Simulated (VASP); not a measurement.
Here is a VASP 6.6.1 calculation.

File POSCAR:

```
NiO
1.0
    0.0000000000      2.1337376393      2.1337376393
    2.1337376393      0.0000000000      2.1337376393
    2.1337376393      2.1337376393      0.0000000000
Ni O
1 1
Direct
    0.0000000000      0.0000000000      0.0000000000
    0.5000000000      0.5000000000      0.5000000000
```

INCAR.step1

```
SYSTEM = NiO
PREC = Accurate ; ENCUT = 520
EDIFF = 1E-6 ; ISMEAR = 0
SIGMA = 0.02 ; LREAL = .FALSE.
LASPH = .TRUE. ; NELM = 150
ALGO = Normal ; ISIF = 2
LWAVE = .FALSE. ; LCHARG = .TRUE.
ISPIN = 2 ; MAGMOM = 1.91 0.21
LMAXMIX = 4 ; LDAU = .TRUE.
LDAUTYPE = 2 ; LDAUL = 2 -1
LDAUU = 6.2 0 ; LDAUJ = 0 0
LDAUPRINT = 1 ; GGA = PE
NBANDS = 19
```

The input KPOINTS.step1:

```
Automatic mesh
0
G
  12 12 12
  0 0 0
```

File INCAR.step2:

```
SYSTEM = NiO
PREC = Accurate ; ENCUT = 520
EDIFF = 1E-6 ; ISMEAR = -5
SIGMA = 0.02 ; LREAL = .FALSE.
LASPH = .TRUE. ; NELM = 150
ALGO = Normal ; ISIF = 2
LWAVE = .FALSE. ; LCHARG = .FALSE.
ISPIN = 2 ; MAGMOM = 1.91 0.21
LORBIT = 11 ; LMAXMIX = 4
LDAU = .TRUE. ; LDAUTYPE = 2
LDAUL = 2 -1 ; LDAUU = 6.2 0
LDAUJ = 0 0 ; LDAUPRINT = 1
GGA = PE ; NBANDS = 19
NEDOS = 2001 ; ICHARG = 11
```

File KPOINTS.step2:

```
Automatic mesh
0
G
  18 18 18
  0 0 0
```

Potentials or basis: VASP PAW PBE potentials, release 64 (Ni, O).

Launch:

```sh
$ cat potpaw_PBE.64/Ni/POTCAR potpaw_PBE.64/O/POTCAR > POTCAR
$ cp INCAR.step1 INCAR
$ cp KPOINTS.step1 KPOINTS
$ mpirun -np 1 vasp_std > vasp.out
$ cp INCAR.step2 INCAR
$ cp KPOINTS.step2 KPOINTS
$ mpirun -np 1 vasp_std > vasp.out
```

**Question.** What does it give for the site moments?

**Answer.** Ni +1.83; O +0.16 μB.

**Question.** Predict the net moment.

**Answer.** 2.00 μB per cell.

Eigenvalues of the final occupation matrices:
```csv
site,spin,trace,eigenvalues
site 1 d,1,5.00,0.98 0.98 0.98 1.03 1.03
site 1 d,2,3.20,0.13 0.13 0.98 0.98 0.98
```

Caveat: a cell with one magnetic atom can't hold antiferromagnetic order, which such compounds often take. The state reached can hang on the start; a lower one may exist.
